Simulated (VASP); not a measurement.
# Mo (Im-3m) in VASP: further runs

Runs on Mo. Level: r2SCAN. Tasks: single point, relaxation of cell and atoms.

Program: VASP 6.6.1. These are calculated values, not measurements. Logs are shortened: lines on timing, memory, paths and dates and some standing lists are left out, and cuts for length are marked.

## Step 1: The cell of the first run

Symmetry: Im-3m, No. 229, cubic system. Conventional cell: a = 3.155 Å, b = 3.155 Å, c = 3.155 Å, α = 90.00°, β = 90.00°, γ = 90.00°. Mo (site symmetry m-3m) has 14 Mo at 2.73 to 3.15 Å within 3.6 Å.

## Step 2: Single point, r2SCAN

POSCAR

```
Mo
1.0
   -1.5772926549      1.5772926549      1.5772926549
    1.5772926549     -1.5772926549      1.5772926549
    1.5772926549      1.5772926549     -1.5772926549
Mo
1
Direct
    0.0000000000      0.0000000000      0.0000000000
```

INCAR.step1

```
SYSTEM = Mo
ALGO     = Normal         ! electronic algorithm
EDIFF    = 1E-4           ! SCF threshold, eV
ENCUT    = 520            ! plane-wave cutoff, eV
GGA      = PE             ! functional
ISMEAR   = -1             ! smearing method
LASPH    = .True.         ! aspherical terms in the spheres
LCHARG   = .False.        ! write CHGCAR
LREAL    = .False.        ! projectors in reciprocal space
LWAVE    = .True.         ! write WAVECAR
NBANDS   = 13             ! bands
NELM     = 100            ! most SCF steps
PREC     = Accurate       ! precision mode
SIGMA    = 0.05           ! smearing width, eV
```

INCAR.step2

```
SYSTEM = Mo
ALGO     = Normal         ! electronic algorithm
EDIFF    = 1E-6           ! SCF threshold, eV
ENCUT    = 520            ! plane-wave cutoff, eV
ISIF     = 2              ! what is computed and relaxed
ISMEAR   = -1             ! smearing method
ISTART   = 1            
LASPH    = .True.         ! aspherical terms in the spheres
LCHARG   = .False.        ! write CHGCAR
LMIXTAU  = .True.       
LREAL    = .False.        ! projectors in reciprocal space
LWAVE    = .False.        ! write WAVECAR
METAGGA  = R2SCAN         ! meta-GGA
NBANDS   = 13             ! bands
NELM     = 100            ! most SCF steps
PREC     = Accurate       ! precision mode
SIGMA    = 0.05           ! smearing width, eV
```

KPOINTS

```
k-points
0
Gamma
  8 8 8
  0 0 0
```

Potentials or basis: VASP PAW PBE potentials, release 64 (Mo_sv).

Started as:

```
> cat potpaw_PBE.64/Mo_sv/POTCAR > POTCAR
> cp INCAR.step1 INCAR
> mpirun -np 1 vasp_std > vasp.out
> cp INCAR.step2 INCAR
> mpirun -np 1 vasp_std > vasp.out
```

OUTCAR:

```text
SYSTEM = Mo
   EDIFF = 1E-6
   ENCUT = 520
   ISIF = 2
   ISMEAR = -1
   ISTART = 1
   LASPH = .True.
   LREAL = .False.
   METAGGA = R2SCAN
   NELM = 100
   PREC = Accurate

 ion  position               nearest neighbor table
   1  0.000  0.000  0.000-

  LATTYP: Found a body centered cubic cell.
 ALAT       =     3.1545853098

  Lattice vectors:

 A1 = (  -1.5772926549,   1.5772926549,   1.5772926549)
 A2 = (   1.5772926549,  -1.5772926549,   1.5772926549)
 A3 = (   1.5772926549,   1.5772926549,  -1.5772926549)

Analysis of symmetry for initial positions (statically):
=====================================================================
 Subroutine PRICEL returns:
 Original cell was already a primitive cell.

 Routine SETGRP: Setting up the symmetry group for a
 body centered cubic supercell.

 Subroutine GETGRP returns: Found 48 space group operations
 (whereof 48 operations were pure point group operations)
 out of a pool of 48 trial point group operations.

The static configuration has the point symmetry O_h .

Analysis of symmetry for dynamics (positions and initial velocities):
=====================================================================
 Subroutine PRICEL returns:
 Original cell was already a primitive cell.

 Routine SETGRP: Setting up the symmetry group for a
 body centered cubic supercell.

 Subroutine GETGRP returns: Found 48 space group operations
 (whereof 48 operations were pure point group operations)
 out of a pool of 48 trial point group operations.

The dynamic configuration has the point symmetry O_h .

 Subroutine INISYM returns: Found 48 space group operations
 (whereof 48 operations are pure point group operations),
 and found     1 'primitive' translations

----------------------------------------------------------------------------------------

                                     Primitive cell

  volume of cell :      15.6963

  direct lattice vectors                    reciprocal lattice vectors
    -1.577292655  1.577292655  1.577292655     0.000000000  0.316998877  0.316998877
     1.577292655 -1.577292655  1.577292655     0.316998877  0.000000000  0.316998877
     1.577292655  1.577292655 -1.577292655     0.316998877  0.316998877  0.000000000

  length of vectors
     2.731951017  2.731951017  2.731951017     0.448304111  0.448304111  0.448304111

  position of ions in fractional coordinates (direct lattice)
     0.000000000  0.000000000  0.000000000

[... 75 lines left out ...]
   EDIFF  = 0.1E-05   stopping-criterion for ELM
   LREAL  =      F    real-space projection
   EDIFFG = 0.1E-04   stopping-criterion for IOM
   NSW    =      0    number of steps for IOM
   IBRION =     -1    ionic relax: 0-MD 1-quasi-New 2-CG
   NFREE  =      0    steps in history (QN), initial steepest desc. (CG)
   ISIF   =      2    stress and relaxation
   ISYM   =      2    0-nonsym 1-usesym 2-fastsym
   POTIM  = 0.5000    time-step for ionic-motion
   TEBEG  =    0.0;   TEEND  =   0.0 temperature during run
   PSTRESS=    0.0 pullay stress
   NELECT =      14.0000    total number of electrons
   NUPDOWN=      -1.0000    fix difference up-down
   EMIN   =  10.00;   EMAX   =-10.00  energy-range for DOS
   EFERMI =   0.00;   METHOD = LEGACY
   ISMEAR =    -1;   SIGMA  =   0.05  broadening in eV -4-tet -1-fermi 0-gaus
   EFERMI_NEDOS =   21; number of points for ismear=-14 and -15
   IALGO  =     38    algorithm
   IMIX   =      4    mixing-type and parameters
     AMIX     =   0.40;   BMIX     =  1.00
     AMIX_MAG =   1.60;   BMIX_MAG =  1.00
  volume/ion in A,a.u.               =      15.70       105.92
  Fermi-wavevector in a.u.,A,eV,Ry     =   1.575863  2.977950 33.787966  2.483345
  Thomas-Fermi vector in A             =   2.676783
   LORBIT       =      0    0 simple, 1 ext, 2 COOP (PROOUT), +10 PAW based schemes
   METAGGA = R2SCAN    functional components
   LHFCALC =     F    Hartree Fock is set to
   AEXX    =    0.0000 exact exchange contribution
   IVDW    =     0    specifies the selected vdW correction
   LEPSILON=     F    determine dielectric tensor
   LRPA    =     F    only Hartree local field effects (RPA)
 non-spin polarized calculation
  energy-cutoff  :      520.00
  volume of cell :       15.70
 maximum number of plane-waves:       429
   NGX = 11   NGY = 11   NGZ = 11

 number of electron      14.0000003 magnetization

 Free energy of the ion-electron system (eV)
  ---------------------------------------------------
  ext. energy  EPLUGINS =         0.00000000
  ---------------------------------------------------
  free energy    TOTEN  =       -26.06119669 eV

  energy without entropy =      -26.05509475  energy(sigma->0) =      -26.05814572

 E-fermi :  12.3746     XC(G=0): -14.6138

 val. band max:       12.1897115233   @ k =   0.3750   0.1250   0.0000
 cond. band min:      12.3993106325   @ k =  -0.2500   0.2500   0.1250
 fundamental gap:      0.2095991092
 Fermi energy:        12.3745946304

 k-point     1 :       0.0000    0.0000    0.0000
  band No.  band energies     occupation
      1     -50.7619      2.00000
      2     -23.2418      2.00000
      3     -23.2418      2.00000
      4     -23.2418      2.00000
      5       4.8314      2.00000
      6      11.0575      2.00000
      7      11.0575      2.00000
      8      11.0575      2.00000
      9      14.3798      0.00000
     10      14.3798      0.00000
     11      27.9701      0.00000
     12      27.9701      0.00000
     13      27.9701      0.00000
[... 354 lines left out ...]
  band No.  band energies     occupation
      1     -50.4107      2.00000
      2     -24.3441      2.00000
      3     -23.9207      2.00000
      4     -23.7872      2.00000
      5       8.4111      2.00000
      6       8.9972      2.00000
      7      11.8011      1.99998
      8      12.6925      0.00346
      9      15.4581      0.00000
     10      17.7446      0.00000
     11      26.8924      0.00000
     12      28.9922      0.00000
     13      30.1053      0.00000

 [... further k-points ...]
[... 5 lines left out ...]
  --------------------------------------------------------------------------------------
  -------------------------------------------------------------------------------------
  Total        0.1043513      0.1043513      0.1043513     -0.0000000     -0.0000000      0.0000000
  in kB       10.6515229     10.6515229     10.6515229     -0.0000000     -0.0000000      0.0000000
  external PRESSURE =      10.6515229 kB  Pullay stress =       0.0000000 kB

 VOLUME and BASIS-vectors are now :
 -----------------------------------------------------------------------------
  energy-cutoff  :      520.00
  volume of cell :       15.70
      direct lattice vectors                 reciprocal lattice vectors
    -1.577292655  1.577292655  1.577292655     0.000000000  0.316998877  0.316998877
     1.577292655 -1.577292655  1.577292655     0.316998877  0.000000000  0.316998877
     1.577292655  1.577292655 -1.577292655     0.316998877  0.316998877  0.000000000

 POSITION                                       TOTAL-FORCE (eV/Angst)
 -----------------------------------------------------------------------------------
      0.00000      0.00000      0.00000         0.000000     -0.000000     -0.000000
 -----------------------------------------------------------------------------------
    total drift:                                0.000000     -0.000000      0.000000

  FREE ENERGIE OF THE ION-ELECTRON SYSTEM (eV)
  ---------------------------------------------------
  free  energy   TOTEN  =       -26.0611966913 eV

  energy  without entropy=      -26.0550947487  energy(sigma->0) =      -26.05814572
```

OSZICAR.step1:

```text
N       E                     dE             d eps       ncg     rms          rms(c)
DAV:   1     0.914513920296E+02    0.91451E+02   -0.78905E+03   754   0.109E+03
DAV:   2    -0.105463870525E+02   -0.10200E+03   -0.98425E+02   859   0.311E+02
DAV:   3    -0.115872241067E+02   -0.10408E+01   -0.10390E+01   859   0.318E+01
DAV:   4    -0.115895980603E+02   -0.23740E-02   -0.23739E-02   849   0.183E+00
DAV:   5    -0.115896134537E+02   -0.15393E-04   -0.15395E-04   840   0.131E-01    0.146E+01
DAV:   6    -0.109993208839E+02    0.59029E+00   -0.72533E-01   784   0.105E+01    0.393E+00
DAV:   7    -0.109187047816E+02    0.80616E-01   -0.15028E-01   829   0.455E+00    0.972E-01
DAV:   8    -0.109154270880E+02    0.32777E-02   -0.47596E-03   779   0.885E-01    0.189E-01
DAV:   9    -0.109153860407E+02    0.41047E-04   -0.23604E-04   809   0.193E-01
   1 F= -.10915386E+02 E0= -.10911764E+02  d E =-.724402E-02
```

It took 36 s on 1 thread of Intel Xeon 8259CL, shared host; peak memory 0.13 GiB.

Results:

| Property | Result |
| --- | --- |
| Free energy | -26.0612 eV |
| Pressure | 1.1 GPa |
| Band gap on the k mesh | zero (bands 7 and 8 overlap by 5.53 eV) |

Caveat: the PAW data sets were made with another functional, which shifts forces and pressure a little.

## Step 3: Relaxation of cell and atoms, r2SCAN

This run uses another cell than the first one, of 15.58 Å³/atom.

POSCAR

```
Mo
1.0
   -1.5734150000      1.5734150000      1.5734150000
    1.5734150000     -1.5734150000      1.5734150000
    1.5734150000      1.5734150000     -1.5734150000
Mo
1
Direct
    0.0000000000      0.0000000000      0.0000000000
```

INCAR.step1

```
PREC = Accurate
ENCUT = 600
ISMEAR = -1
SIGMA = 0.05
LREAL = F
LASPH = T
NELM = 60
GGA = PE
ALGO = Normal
EDIFF = 1E-4
LWAVE = T
LCHARG = F
```

INCAR.step2

```
PREC = Accurate
ENCUT = 600
EDIFF = 1E-6
ISMEAR = -1
SIGMA = 0.05
LREAL = F
LASPH = T
NELM = 60
ALGO = Normal
ISIF = 3
LWAVE = F
LCHARG = F
METAGGA = R2SCAN
LMIXTAU = T
IBRION = 2
NSW = 80
EDIFFG = -0.02
ISTART = 1
```

KPOINTS

```
regular mesh
0
Gamma
  8 8 8
```

Potentials or basis: VASP PAW PBE potentials, release 64 (Mo_sv).

Started as:

```
> cat potpaw_PBE.64/Mo_sv/POTCAR > POTCAR
> cp INCAR.step1 INCAR
> mpirun -np 1 vasp_std > vasp.out
> cp INCAR.step2 INCAR
> mpirun -np 1 vasp_std > vasp.out
```

Wall time 2.4 min (1 thread of Intel Xeon 8259CL, shared host); peak memory 0.16 GiB.

Results (log left out):

| Property | Result |
| --- | --- |
| Free energy | -26.0596 eV |
| Relaxed volume | 15.76 Å³/atom |
| Relaxed cell | a = 2.736 Å, b = 2.736 Å, c = 2.736 Å, α = 109.47°, β = 109.47°, γ = 109.47° |
| Space group after relaxing (to 0.1 Å) | Im-3m (No. 229) |
| Energy gained by relaxing | 1.6 meV/atom |
| Ionic steps | 3 |
| Pressure after relaxing | 0.0 GPa |
| Band gap on the k mesh | zero (bands 7 and 8 overlap by 5.50 eV) |

Step by step:
| step | energy change (eV) | largest force (eV/Å) | pressure (GPa) | volume (Å³) |
| --- | --- | --- | --- | --- |
| 1 | 0.0000 | 0.0000 | 3.04 | 15.58 |
| 2 | 0.0107 | 0.0000 | -7.75 | 16.26 |
| 3 | -0.0016 | 0.0000 | -0.02 | 15.76 |

Final structure:
```cif
data_structure
_symmetry_space_group_name_H-M 'P 1'
_symmetry_Int_Tables_number 1
_cell_length_a 2.7356
_cell_length_b 2.7356
_cell_length_c 2.7356
_cell_angle_alpha 109.471
_cell_angle_beta 109.471
_cell_angle_gamma 109.471
_cell_volume 15.76
loop_
_atom_site_label
_atom_site_type_symbol
_atom_site_fract_x
_atom_site_fract_y
_atom_site_fract_z
_atom_site_occupancy
Mo1 Mo 0.00000 0.00000 0.00000 1
```

Levels at points of the mesh, in eV from the Fermi level:
| k point | band 4 | band 5 | band 6 | band 7 | band 8 | band 9 | band 10 | band 11 |
| --- | --- | --- | --- | --- | --- | --- | --- | --- |
| (0.00, 0.00, 0.00) | -35.63 | -7.53 | -1.31 | -1.31 | -1.31 | 2.00 | 2.00 | 15.59 |
| (0.50, 0.00, 0.00) | -35.64 | -5.44 | -3.44 | 1.65 | 1.97 | 2.66 | 4.96 | 12.21 |
| (0.50, 0.50, 0.50) | -36.63 | -5.48 | -5.48 | 4.19 | 4.19 | 4.19 | 9.51 | 9.51 |

Caveat: the PAW data sets were made with another functional, which shifts forces and pressure a little. Zero-point motion and thermal expansion aren't in these numbers.
